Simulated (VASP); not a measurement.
# RbBr (Fm-3m) in VASP: a series of runs

The runs below take RbBr through single point, with PBEsol.

All numbers are computed with VASP 6.6.1; they aren't measurements. Logs are shortened: lines on timing, memory, paths and dates and some standing lists are left out, and cuts for length are marked.

### 1 The cell of the first run

It takes space group Fm-3m (No. 225, cubic). Conventional cell: a = 6.714 Å, b = 6.714 Å, c = 6.714 Å, α = 90.00°, β = 90.00°, γ = 90.00°. Rb (site symmetry m-3m) has 6 Br at 3.36 Å within 4.4 Å. Br (site symmetry m-3m) has 6 Rb at 3.36 Å within 4.4 Å.

### 2 Single point, PBEsol (volume scaled by 0.94)

File INCAR:

```
SYSTEM = RbBr
PREC = Accurate
ENCUT = 520
EDIFF = 1E-7
ISMEAR = -1
SIGMA = 0.05
LREAL = .FALSE.
LASPH = .TRUE.
NELM = 100
ALGO = Normal
ISIF = 2
LWAVE = .FALSE.
LCHARG = .TRUE.
GGA = PS
LELF = .TRUE.
LVHAR = .TRUE.
NBANDS = 15
```

File KPOINTS:

```
regular mesh
0
G
  7 7 7
  0 0 0
```

File POSCAR:

```
RbBr
1.0
    0.0000000000      3.3570415946      3.3570415946
    3.3570415946      0.0000000000      3.3570415946
    3.3570415946      3.3570415946      0.0000000000
Rb Br
1 1
Direct
    0.0000000000      0.0000000000      0.0000000000
    0.5000000000      0.5000000000      0.5000000000
```

Potentials or basis: VASP PAW PBE potentials, release 64 (Rb_sv, Br).

On the command line:

```console
$ cat potpaw_PBE.64/Rb_sv/POTCAR potpaw_PBE.64/Br/POTCAR > POTCAR
$ mpirun -np 1 vasp_std > vasp.out
```

OUTCAR:

```text
SYSTEM = RbBr
   PREC = Accurate
   ENCUT = 520
   EDIFF = 1E-7
   ISMEAR = -1
   LREAL = .FALSE.
   LASPH = .TRUE.
   NELM = 100
   ISIF = 2
   GGA = PS

 ion  position               nearest neighbor table
   1  0.000  0.000  0.000-   2 3.36   2 3.36   2 3.36   2 3.36   2 3.36   2 3.36
   2  0.500  0.500  0.500-   1 3.36   1 3.36   1 3.36   1 3.36   1 3.36   1 3.36

  LATTYP: Found a face centered cubic cell.
 ALAT       =     6.7140831892

  Lattice vectors:

 A1 = (   0.0000000000,   3.3570415946,   3.3570415946)
 A2 = (   3.3570415946,   0.0000000000,   3.3570415946)
 A3 = (   3.3570415946,   3.3570415946,   0.0000000000)

Analysis of symmetry for initial positions (statically):
=====================================================================
 Subroutine PRICEL returns:
 Original cell was already a primitive cell.

 Routine SETGRP: Setting up the symmetry group for a
 face centered cubic supercell.

 Subroutine GETGRP returns: Found 48 space group operations
 (whereof 48 operations were pure point group operations)
 out of a pool of 48 trial point group operations.

The static configuration has the point symmetry O_h .

Analysis of symmetry for dynamics (positions and initial velocities):
=====================================================================
 Subroutine PRICEL returns:
 Original cell was already a primitive cell.

 Routine SETGRP: Setting up the symmetry group for a
 face centered cubic supercell.

 Subroutine GETGRP returns: Found 48 space group operations
 (whereof 48 operations were pure point group operations)
 out of a pool of 48 trial point group operations.

The dynamic configuration has the point symmetry O_h .

 Subroutine INISYM returns: Found 48 space group operations
 (whereof 48 operations are pure point group operations),
 and found     1 'primitive' translations

----------------------------------------------------------------------------------------

                                     Primitive cell

  volume of cell :      75.6659

  direct lattice vectors                    reciprocal lattice vectors
     0.000000000  3.357041595  3.357041595    -0.148940663  0.148940663  0.148940663
     3.357041595  0.000000000  3.357041595     0.148940663 -0.148940663  0.148940663
     3.357041595  3.357041595  0.000000000     0.148940663  0.148940663 -0.148940663

  length of vectors
     4.747573753  4.747573753  4.747573753     0.257972795  0.257972795  0.257972795

  position of ions in fractional coordinates (direct lattice)
     0.000000000  0.000000000  0.000000000
     0.500000000  0.500000000  0.500000000

  ion indices of the primitive-cell ions
   primitive index   ion index
                 1           1
                 2           2

----------------------------------------------------------------------------------------

 KPOINTS: regular mesh

Automatic generation of k-mesh.
 Grid dimensions read from file:
 generate k-points for:    7    7    7

 Generating k-lattice:

  Cartesian coordinates                     Fractional coordinates (reciprocal lattice)
    -0.021277238  0.021277238  0.021277238     0.142857143  0.000000000  0.000000000
     0.021277238 -0.021277238  0.021277238     0.000000000  0.142857143  0.000000000
     0.021277238  0.021277238 -0.021277238     0.000000000  0.000000000  0.142857143

  Length of vectors
     0.036853256  0.036853256  0.036853256

  Shift w.r.t. Gamma in fractional coordinates (k-lattice)
     0.000000000  0.000000000  0.000000000

 Subroutine IBZKPT returns following result:
 ===========================================

 Found     20 irreducible k-points:

 Following reciprocal coordinates:
            Coordinates               Weight
  0.000000  0.000000  0.000000      1.000000
  0.142857  0.000000  0.000000      8.000000
  0.285714  0.000000  0.000000      8.000000
  0.428571  0.000000  0.000000      8.000000
  0.142857  0.142857  0.000000      6.000000
  0.285714  0.142857  0.000000     24.000000
[... 12 lines left out ...]
 -0.428571  0.428571  0.142857     24.000000
 -0.285714  0.428571  0.142857     24.000000
   k-points           NKPTS =     20   k-points in BZ     NKDIM =     20   number of bands    NBANDS=     15
   number of dos      NEDOS =    301   number of ions     NIONS =      2
   total plane-waves  NPLWV =  46656
   dimension x,y,z NGX =    36 NGY =   36 NGZ =   36
   dimension x,y,z NGXF=    72 NGYF=   72 NGZF=   72
   ions per type =               1   1
   NGX,Y,Z   is equivalent  to a cutoff of  12.61, 12.61, 12.61 a.u.
   NGXF,Y,Z  is equivalent  to a cutoff of  25.21, 25.21, 25.21 a.u.
 SYSTEM =  RbBr
   PREC   = accura    normal or accurate (medium, high low for compatibility)
   ISTART =      0    job   : 0-new  1-cont  2-samecut
   ICHARG =      2    charge: 1-file 2-atom 10-const
   ISPIN  =      1    spin polarized calculation?
   LNONCOLLINEAR =      F non collinear calculations
   LSORBIT =      F    spin-orbit coupling
   LASPH  =      T    aspherical Exc in radial PAW
   ENCUT  =  520.0 eV  38.22 Ry    6.18 a.u.   8.83  8.83  8.83*2*pi/ulx,y,z
   NELM   =    100;   NELMIN=  2; NELMDL= -5     # of ELM steps
   EDIFF  = 0.1E-06   stopping-criterion for ELM
   LREAL  =      F    real-space projection
   EDIFFG = 0.1E-05   stopping-criterion for IOM
   NSW    =      0    number of steps for IOM
   IBRION =     -1    ionic relax: 0-MD 1-quasi-New 2-CG
   NFREE  =      0    steps in history (QN), initial steepest desc. (CG)
   ISIF   =      2    stress and relaxation
   ISYM   =      2    0-nonsym 1-usesym 2-fastsym
   POTIM  = 0.5000    time-step for ionic-motion
   TEBEG  =    0.0;   TEEND  =   0.0 temperature during run
   PSTRESS=    0.0 pullay stress
   NELECT =      16.0000    total number of electrons
   NUPDOWN=      -1.0000    fix difference up-down
   EMIN   =  10.00;   EMAX   =-10.00  energy-range for DOS
   EFERMI =   0.00;   METHOD = LEGACY
   ISMEAR =    -1;   SIGMA  =   0.05  broadening in eV -4-tet -1-fermi 0-gaus
   EFERMI_NEDOS =   21; number of points for ismear=-14 and -15
   IALGO  =     38    algorithm
   IMIX   =      4    mixing-type and parameters
     AMIX     =   0.40;   BMIX     =  1.00
     AMIX_MAG =   1.60;   BMIX_MAG =  1.00
  volume/ion in A,a.u.               =      37.83       255.31
  Fermi-wavevector in a.u.,A,eV,Ry     =   0.975322  1.843092 12.942588  0.951253
  Thomas-Fermi vector in A             =   2.105852
   LORBIT       =      0    0 simple, 1 ext, 2 COOP (PROOUT), +10 PAW based schemes
   GGA     = PS    functional components
   LHFCALC =     F    Hartree Fock is set to
   AEXX    =    0.0000 exact exchange contribution
   IVDW    =     0    specifies the selected vdW correction
   LEPSILON=     F    determine dielectric tensor
   LRPA    =     F    only Hartree local field effects (RPA)
 non-spin polarized calculation
  energy-cutoff  :      520.00
  volume of cell :       75.67
 maximum number of plane-waves:      2085
   NGX = 17   NGY = 17   NGZ = 17

 number of electron      16.0000002 magnetization

 Free energy of the ion-electron system (eV)
  ---------------------------------------------------
  ext. energy  EPLUGINS =         0.00000000
  ---------------------------------------------------
  free energy    TOTEN  =        -6.34176560 eV

  energy without entropy =       -6.34176560  energy(sigma->0) =       -6.34176560

 E-fermi :  -0.5477     XC(G=0):  -7.6663

 val. band max:       -1.6025360121   @ k =   0.0000   0.0000   0.0000
 cond. band min:       2.7548387228   @ k =   0.0000   0.0000   0.0000
 fundamental gap:      4.3573747349
 Fermi energy:        -0.5476586918

 k-point     1 :       0.0000    0.0000    0.0000
  band No.  band energies     occupation
      1     -25.8346      2.00000
      2     -13.8632      2.00000
      3      -9.9285      2.00000
      4      -9.9285      2.00000
      5      -9.9285      2.00000
      6      -1.6025      2.00000
      7      -1.6025      2.00000
      8      -1.6025      2.00000
      9       2.7548      0.00000
     10       5.5958      0.00000
     11       5.5958      0.00000
     12       5.5958      0.00000
     13       6.5369      0.00000
     14       6.5369      0.00000
     15       9.3230      0.00000

 k-point     2 :       0.1429    0.0000    0.0000
  band No.  band energies     occupation
      1     -25.8320      2.00000
      2     -13.8746      2.00000
      3      -9.9301      2.00000
      4      -9.9301      2.00000
      5      -9.9159      2.00000
      6      -1.8755      2.00000
      7      -1.6897      2.00000
      8      -1.6897      2.00000
      9       3.2810      0.00000
     10       5.4769      0.00000
     11       5.8555      0.00000
     12       5.8555      0.00000
     13       6.8741      0.00000
     14       6.8741      0.00000
     15      10.1356      0.00000

 k-point     3 :       0.2857    0.0000    0.0000
  band No.  band energies     occupation
      1     -25.8262      2.00000
      2     -13.8999      2.00000
      3      -9.9336      2.00000
      4      -9.9336      2.00000
      5      -9.8877      2.00000
      6      -2.3678      2.00000
      7      -1.8732      2.00000
      8      -1.8732      2.00000
      9       4.3841      0.00000
     10       5.5522      0.00000
     11       6.5948      0.00000
     12       6.5948      0.00000
     13       7.7642      0.00000
     14       7.7642      0.00000
     15      10.7349      0.00000
[... 271 lines left out ...]
 k-point    19 :      -0.4286    0.4286    0.1429
  band No.  band energies     occupation
      1     -25.8177      2.00000
      2     -13.8324      2.00000
      3     -10.1105      2.00000
      4     -10.0459      2.00000
      5      -9.9461      2.00000
      6      -2.1669      2.00000
      7      -1.9746      2.00000
      8      -1.8513      2.00000
      9       4.4304      0.00000
     10       5.9448      0.00000
     11       6.9551      0.00000
     12       7.8682      0.00000
     13       8.2489      0.00000
     14       9.1734      0.00000
     15       9.7706      0.00000

 k-point    20 :      -0.2857    0.4286    0.1429
  band No.  band energies     occupation
      1     -25.8173      2.00000
      2     -13.8428      2.00000
      3     -10.1070      2.00000
      4     -10.0538      2.00000
      5      -9.9093      2.00000
      6      -2.2203      2.00000
      7      -1.9993      2.00000
      8      -1.9506      2.00000
      9       5.1003      0.00000
     10       5.8485      0.00000
     11       6.8966      0.00000
     12       7.2292      0.00000
     13       8.9643      0.00000
     14       9.1864      0.00000
     15      10.0804      0.00000

------------------------ aborting loop because EDIFF is reached ----------------------------------------

  FORCE on cell =-STRESS in cart. coord.  units (eV):
  Direction    XX          YY          ZZ          XY          YZ          ZX
  --------------------------------------------------------------------------------------
  -------------------------------------------------------------------------------------
  Total        0.4631241      0.4631241      0.4631241      0.0000000      0.0000000     -0.0000000
  in kB        9.8063592      9.8063592      9.8063592      0.0000000      0.0000000     -0.0000000
  external PRESSURE =       9.8063592 kB  Pullay stress =       0.0000000 kB

 VOLUME and BASIS-vectors are now :
 -----------------------------------------------------------------------------
  energy-cutoff  :      520.00
  volume of cell :       75.67
      direct lattice vectors                 reciprocal lattice vectors
     0.000000000  3.357041595  3.357041595    -0.148940663  0.148940663  0.148940663
     3.357041595  0.000000000  3.357041595     0.148940663 -0.148940663  0.148940663
     3.357041595  3.357041595  0.000000000     0.148940663  0.148940663 -0.148940663

 POSITION                                       TOTAL-FORCE (eV/Angst)
 -----------------------------------------------------------------------------------
      0.00000      0.00000      0.00000        -0.000000     -0.000000     -0.000000
      3.35704      3.35704      3.35704         0.000000      0.000000      0.000000
 -----------------------------------------------------------------------------------
    total drift:                                0.000000      0.000000      0.000000

  FREE ENERGIE OF THE ION-ELECTRON SYSTEM (eV)
  ---------------------------------------------------
  free  energy   TOTEN  =        -6.3417656048 eV

  energy  without entropy=       -6.3417656048  energy(sigma->0) =       -6.34176560
```

Wall time 36 s (1 thread of Intel Xeon Platinum 8375C at 2.90GHz (Ice Lake), shared host); peak memory 0.21 GiB.

Results:

```yaml
Free_energy: -6.3418 eV
Pressure: 1.0 GPa
Band_gap_on_the_k_mesh: 4.36 eV, direct
```

Caveat: the PAW data sets were made with another functional, which shifts forces and pressure a little.

### 3 Single point, PBEsol (volume scaled by 0.96)

File INCAR:

```
PREC     = Accurate       # precision mode
ENCUT    = 520            # plane-wave cutoff, eV
EDIFF    = 1E-7           # SCF threshold, eV
ISMEAR   = -1             # smearing method
SIGMA    = 0.05           # smearing width, eV
LREAL    = False          # projectors in reciprocal space
LASPH    = True           # aspherical terms in the spheres
NELM     = 80             # most SCF steps
ALGO     = Normal         # electronic algorithm
ISIF     = 2              # what is computed and relaxed
LWAVE    = False          # write WAVECAR
LCHARG   = True           # write CHGCAR
GGA      = PS             # functional
LELF     = True           # ELF
LVHAR    = True         
NBANDS   = 15             # bands
```

File KPOINTS:

```
Automatic mesh
0
Gamma
  7 7 7
```

File POSCAR:

```
RbBr
1.0
    0.0000000000      3.3806835115      3.3806835115
    3.3806835115      0.0000000000      3.3806835115
    3.3806835115      3.3806835115      0.0000000000
Rb Br
1 1
Direct
    0.0000000000      0.0000000000      0.0000000000
    0.5000000000      0.5000000000      0.5000000000
```

Potentials or basis: VASP PAW PBE potentials, release 64 (Rb_sv, Br).

On the command line:

```console
$ cat potpaw_PBE.64/Rb_sv/POTCAR potpaw_PBE.64/Br/POTCAR > POTCAR
$ mpirun -np 1 vasp_std > vasp.out
```

It took 34 s on 1 thread of Intel Xeon Platinum 8375C at 2.90GHz (Ice Lake), shared host; peak memory 0.21 GiB.

The run converged. Its results:

```yaml
Free_energy: -6.3497 eV
Pressure: 0.6 GPa
Band_gap_on_the_k_mesh: 4.31 eV, direct
```

Levels at points of the mesh, in eV from the valence-band top:
| k point | band 4 | band 5 | band 6 | band 7 | band 8 | band 9 | band 10 | band 11 | band 12 | band 13 |
| --- | --- | --- | --- | --- | --- | --- | --- | --- | --- | --- |
| (0.00, 0.00, 0.00) | -8.36 | -8.36 | 0.00 | 0.00 | 0.00 | 4.31 | 7.20 | 7.20 | 7.20 | 8.12 |

Caveat: the PAW data sets were made with another functional, which shifts forces and pressure a little.

### 4 Single point, PBEsol (volume scaled by 0.98)

File INCAR:

```
ALGO     = Normal         # electronic algorithm
EDIFF    = 1E-7           # SCF threshold, eV
ENCUT    = 520            # plane-wave cutoff, eV
GGA      = PS             # functional
ISIF     = 2              # what is computed and relaxed
ISMEAR   = -1             # smearing method
LASPH    = T              # aspherical terms in the spheres
LCHARG   = F              # write CHGCAR
LREAL    = F              # projectors in reciprocal space
LWAVE    = F              # write WAVECAR
NBANDS   = 15             # bands
NELM     = 100            # most SCF steps
PREC     = Accurate       # precision mode
SIGMA    = 0.05           # smearing width, eV
```

File KPOINTS:

```
k-points
0
Gamma
  7 7 7
```

File POSCAR:

```
RbBr
1.0
    0.0000000000      3.4039993070      3.4039993070
    3.4039993070      0.0000000000      3.4039993070
    3.4039993070      3.4039993070      0.0000000000
Rb Br
1 1
Direct
    0.0000000000      0.0000000000      0.0000000000
    0.5000000000      0.5000000000      0.5000000000
```

On the command line:

```console
$ cat potpaw_PBE.64/Rb_sv/POTCAR potpaw_PBE.64/Br/POTCAR > POTCAR
$ mpirun -np 1 vasp_std > vasp.out
```

It took 35 s on 1 thread of Intel Xeon Platinum 8375C at 2.90GHz (Ice Lake), shared host; peak memory 0.2 GiB.

The run converged. Its results:

```yaml
Free_energy: -6.3541 eV
Pressure: 0.3 GPa
Band_gap_on_the_k_mesh: 4.26 eV, direct
```

Levels at points of the mesh, in eV from the valence-band top:
```csv
k point,band 4,band 5,band 6,band 7,band 8,band 9,band 10,band 11,band 12,band 13
"(0.00, 0.00, 0.00)",-8.40,-8.40,0.00,0.00,0.00,4.26,7.20,7.20,7.20,8.11
```

Caveat: the PAW data sets were made with another functional, which shifts forces and pressure a little.

[end of part 1 of 2]
